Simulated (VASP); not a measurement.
# Ge (Fd-3m) in VASP: notebook, part 2 of 2

VASP 6.6.1. Earlier steps stand in the parts before.

## (4) Electric field gradients, LDA (volume scaled by 0.98)

The input, INCAR:

```
PREC = Accurate ; ENCUT = 520
EDIFF = 1E-8 ; ISMEAR = -1
SIGMA = 0.05 ; LREAL = False
LASPH = True ; NELM = 100
ALGO = Normal ; ISIF = 2
LWAVE = False ; LCHARG = False
GGA = CA ; LEFG = True
NBANDS = 21
```

The input, KPOINTS:

```
regular mesh
0
Gamma
  10 10 10
```

The input, POSCAR:

```
Ge
1.0
    0.0000000000      2.8097843944      2.8097843944
    2.8097843944      0.0000000000      2.8097843944
    2.8097843944      2.8097843944      0.0000000000
Ge
2
Direct
    0.5000000000      0.5000000000      0.5000000000
    0.7500000000      0.7500000000      0.7500000000
```

Potentials or basis: VASP PAW LDA potentials, release 64 (Ge_d).

On the command line:

```console
cat potpaw_LDA.64/Ge_d/POTCAR > POTCAR
mpirun -np 1 vasp_std > vasp.out
```

OUTCAR:

```text
PREC = Accurate
   ENCUT = 520
   EDIFF = 1E-8
   ISMEAR = -1
   LREAL = False
   LASPH = True
   NELM = 100
   ISIF = 2
   GGA = CA

 ion  position               nearest neighbor table
   1  0.500  0.500  0.500-   2 2.43   2 2.43   2 2.43   2 2.43
   2  0.750  0.750  0.750-   1 2.43   1 2.43   1 2.43   1 2.43

  LATTYP: Found a face centered cubic cell.
 ALAT       =     5.6195687888

  Lattice vectors:

 A1 = (   0.0000000000,   2.8097843944,   2.8097843944)
 A2 = (   2.8097843944,   0.0000000000,   2.8097843944)
 A3 = (   2.8097843944,   2.8097843944,   0.0000000000)

Analysis of symmetry for initial positions (statically):
=====================================================================
 Subroutine PRICEL returns:
 Original cell was already a primitive cell.

 Routine SETGRP: Setting up the symmetry group for a
 face centered cubic supercell.

 Subroutine GETGRP returns: Found 48 space group operations
 (whereof 24 operations were pure point group operations)
 out of a pool of 48 trial point group operations.

The static configuration has the point symmetry T_d .
 The point group associated with its full space group is O_h .

Analysis of symmetry for dynamics (positions and initial velocities):
=====================================================================
 Subroutine PRICEL returns:
 Original cell was already a primitive cell.

 Routine SETGRP: Setting up the symmetry group for a
 face centered cubic supercell.

 Subroutine GETGRP returns: Found 48 space group operations
 (whereof 24 operations were pure point group operations)
 out of a pool of 48 trial point group operations.

The dynamic configuration has the point symmetry T_d .
 The point group associated with its full space group is O_h .

 Subroutine INISYM returns: Found 48 space group operations
 (whereof 24 operations are pure point group operations),
 and found     1 'primitive' translations

----------------------------------------------------------------------------------------

                                     Primitive cell

  volume of cell :      44.3659

  direct lattice vectors                    reciprocal lattice vectors
     0.000000000  2.809784394  2.809784394    -0.177949597  0.177949597  0.177949597
     2.809784394  0.000000000  2.809784394     0.177949597 -0.177949597  0.177949597
     2.809784394  2.809784394  0.000000000     0.177949597  0.177949597 -0.177949597

  length of vectors
     3.973635198  3.973635198  3.973635198     0.308217743  0.308217743  0.308217743

  position of ions in fractional coordinates (direct lattice)
     0.500000000  0.500000000  0.500000000
     0.750000000  0.750000000  0.750000000

  ion indices of the primitive-cell ions
   primitive index   ion index
                 1           1
                 2           2

----------------------------------------------------------------------------------------

 KPOINTS: regular mesh

Automatic generation of k-mesh.
 Grid dimensions read from file:
[... 71 lines left out ...]
   ISIF   =      2    stress and relaxation
   ISYM   =      2    0-nonsym 1-usesym 2-fastsym
   POTIM  = 0.5000    time-step for ionic-motion
   TEBEG  =    0.0;   TEEND  =   0.0 temperature during run
   PSTRESS=    0.0 pullay stress
   NELECT =      28.0000    total number of electrons
   NUPDOWN=      -1.0000    fix difference up-down
   EMIN   =  10.00;   EMAX   =-10.00  energy-range for DOS
   EFERMI =   0.00;   METHOD = LEGACY
   ISMEAR =    -1;   SIGMA  =   0.05  broadening in eV -4-tet -1-fermi 0-gaus
   EFERMI_NEDOS =   21; number of points for ismear=-14 and -15
   IALGO  =     38    algorithm
   IMIX   =      4    mixing-type and parameters
     AMIX     =   0.40;   BMIX     =  1.00
     AMIX_MAG =   1.60;   BMIX_MAG =  1.00
  volume/ion in A,a.u.               =      22.18       149.70
  Fermi-wavevector in a.u.,A,eV,Ry     =   1.404250  2.653648 26.829584  1.971919
  Thomas-Fermi vector in A             =   2.526831
   LORBIT       =      0    0 simple, 1 ext, 2 COOP (PROOUT), +10 PAW based schemes
   GGA     = CA    functional components
   LHFCALC =     F    Hartree Fock is set to
   AEXX    =    0.0000 exact exchange contribution
   IVDW    =     0    specifies the selected vdW correction
   LEPSILON=     F    determine dielectric tensor
   LRPA    =     F    only Hartree local field effects (RPA)
 non-spin polarized calculation
  energy-cutoff  :      520.00
  volume of cell :       44.37
 maximum number of plane-waves:      1243
 NGX is ok and might be reduce to    30
   NGX = 15   NGY = 15   NGZ = 15

 number of electron      28.0000032 magnetization

 Free energy of the ion-electron system (eV)
  ---------------------------------------------------
  ext. energy  EPLUGINS =         0.00000000
  ---------------------------------------------------
  free energy    TOTEN  =       -10.38876072 eV

  energy without entropy =      -10.38816999  energy(sigma->0) =      -10.38846535

 E-fermi :   4.9560     XC(G=0): -10.3845

 val. band max:        4.9241786072   @ k =   0.0000   0.0000   0.0000
 cond. band min:       4.9668193717   @ k =   0.0000   0.0000   0.0000
 fundamental gap:      0.0426407645
 Fermi energy:         4.9559515320

 k-point     1 :       0.0000    0.0000    0.0000
  band No.  band energies     occupation
      1     -20.0450      2.00000
      2     -20.0450      2.00000
      3     -20.0450      2.00000
      4     -20.0067      2.00000
      5     -20.0067      2.00000
      6     -19.7848      2.00000
[... 565 lines left out ...]
     20      16.5608      0.00000
     21      16.8198      0.00000

 [... further k-points ...]

------------------------ aborting loop because EDIFF is reached ----------------------------------------

  FORCE on cell =-STRESS in cart. coord.  units (eV):
  Direction    XX          YY          ZZ          XY          YZ          ZX
  --------------------------------------------------------------------------------------
  -------------------------------------------------------------------------------------
  Total        0.0544653      0.0544653      0.0544653      0.0000000      0.0000000     -0.0000000
  in kB        1.9668982      1.9668982      1.9668982      0.0000000      0.0000000     -0.0000000
  external PRESSURE =       1.9668982 kB  Pullay stress =       0.0000000 kB

 VOLUME and BASIS-vectors are now :
 -----------------------------------------------------------------------------
  energy-cutoff  :      520.00
  volume of cell :       44.37
      direct lattice vectors                 reciprocal lattice vectors
     0.000000000  2.809784394  2.809784394    -0.177949597  0.177949597  0.177949597
     2.809784394  0.000000000  2.809784394     0.177949597 -0.177949597  0.177949597
     2.809784394  2.809784394  0.000000000     0.177949597  0.177949597 -0.177949597

 POSITION                                       TOTAL-FORCE (eV/Angst)
 -----------------------------------------------------------------------------------
      2.80978      2.80978      2.80978        -0.000000     -0.000000     -0.000000
      4.21468      4.21468      4.21468         0.000000      0.000000      0.000000
 -----------------------------------------------------------------------------------
    total drift:                                0.000000     -0.000000     -0.000000

  FREE ENERGIE OF THE ION-ELECTRON SYSTEM (eV)
  ---------------------------------------------------
  free  energy   TOTEN  =       -10.3887607217 eV

  energy  without entropy=      -10.3881699875  energy(sigma->0) =      -10.38846535

 Electric field gradients (V/A^2)
---------------------------------------------------------------------
 ion       V_xx      V_yy      V_zz      V_xy      V_xz      V_yz
---------------------------------------------------------------------
   1      -0.000    -0.000    -0.000     0.002     0.002     0.002
   2      -0.000    -0.000    -0.000     0.002     0.002     0.002
---------------------------------------------------------------------

 Electric field gradients after diagonalization (V/A^2)
 (convention: |V_zz| > |V_xx| > |V_yy|)
----------------------------------------------------------------------
 ion       V_xx      V_yy      V_zz     asymmetry (V_yy - V_xx)/ V_zz
----------------------------------------------------------------------
   1      -0.002    -0.002     0.005       0.000
   2      -0.002    -0.002     0.005       0.000
----------------------------------------------------------------------

           NMR quadrupolar parameters

 Cq : quadrupolar parameter    Cq=e*Q*V_zz/h
 eta: asymmetry parameters     (V_yy - V_xx)/ V_zz
 Q  : nuclear electric quadrupole moment in mb (millibarn)
----------------------------------------------------------------------
 ion       Cq(MHz)       eta       Q (mb)
----------------------------------------------------------------------
   1       0.000       0.000       1.000
   2       0.000       0.000       1.000
----------------------------------------------------------------------
```

OSZICAR:

```text
N       E                     dE             d eps       ncg     rms          rms(c)
DAV:   1     0.190553048653E+03    0.19055E+03   -0.14646E+04  2241   0.361E+03
DAV:   2     0.171903876665E+02   -0.17336E+03   -0.16759E+03  1974   0.607E+02
DAV:   3    -0.965683779199E+01   -0.26847E+02   -0.26680E+02  2244   0.143E+02
DAV:   4    -0.105580333037E+02   -0.90120E+00   -0.90077E+00  2214   0.308E+01
DAV:   5    -0.105724071649E+02   -0.14374E-01   -0.14374E-01  2244   0.426E+00    0.338E+00
DAV:   6    -0.104495768538E+02    0.12283E+00   -0.38100E-02  2194   0.161E+00    0.193E+00
DAV:   7    -0.103880309118E+02    0.61546E-01   -0.76361E-02  2146   0.200E+00    0.141E-01
DAV:   8    -0.103887229369E+02   -0.69203E-03   -0.56167E-03  2209   0.809E-01    0.479E-02
DAV:   9    -0.103887643304E+02   -0.41394E-04   -0.83946E-05  2298   0.899E-02    0.131E-02
DAV:  10    -0.103887607929E+02    0.35375E-05   -0.84909E-06  2687   0.411E-02    0.428E-03
DAV:  11    -0.103887607249E+02    0.67980E-07   -0.91313E-07  2127   0.824E-03    0.174E-03
DAV:  12    -0.103887607217E+02    0.31905E-08   -0.89652E-08  2670   0.457E-03
   1 F= -.10388761E+02 E0= -.10388465E+02  d E =-.590734E-03
```

stdout:

```text
POSCAR found type information on POSCAR Ge
 POSCAR found :  1 types and       2 ions
 scaLAPACK will be used
 LDA part: xc-table for (Slater(with rela. corr.)+CA(PZ))
 , standard interpolation
 POSCAR, INCAR and KPOINTS ok, starting setup
 FFT: planning ... GRIDC
 FFT: planning ... GRID_SOFT
 FFT: planning ... GRID
 WAVECAR not read
 entering main loop
ion   1

ion   2
```

Run time: 18 s. Hardware: 1 thread of Intel Xeon 6975P-C (Granite Rapids), shared host; peak memory 0.16 GiB.

Results:

* Free energy: -10.3888 eV
* Pressure: 0.2 GPa
* Band gap on the k mesh: 0.04 eV, direct

Levels at points of the mesh, in eV from the valence-band top:
| k point | band 10 | band 11 | band 12 | band 13 | band 14 | band 15 | band 16 | band 17 | band 18 | band 19 |
| --- | --- | --- | --- | --- | --- | --- | --- | --- | --- | --- |
| (0.00, 0.00, 0.00) | -24.69 | -12.96 | 0.00 | 0.00 | 0.00 | 0.04 | 2.54 | 2.54 | 2.54 | 6.26 |
| (0.50, 0.00, 0.00) | -24.67 | -10.82 | -7.73 | -1.44 | -1.44 | 0.13 | 3.73 | 3.73 | 6.98 | 10.53 |
| (0.50, 0.50, 0.00) | -24.65 | -9.00 | -9.00 | -3.15 | -3.15 | 0.64 | 0.64 | 9.58 | 9.58 | 11.64 |

Caveat: without QUAD_EFG the Cq values of the log hold for a quadrupole moment of 1 mb, not for the nuclei. A k mesh can miss the band edges.
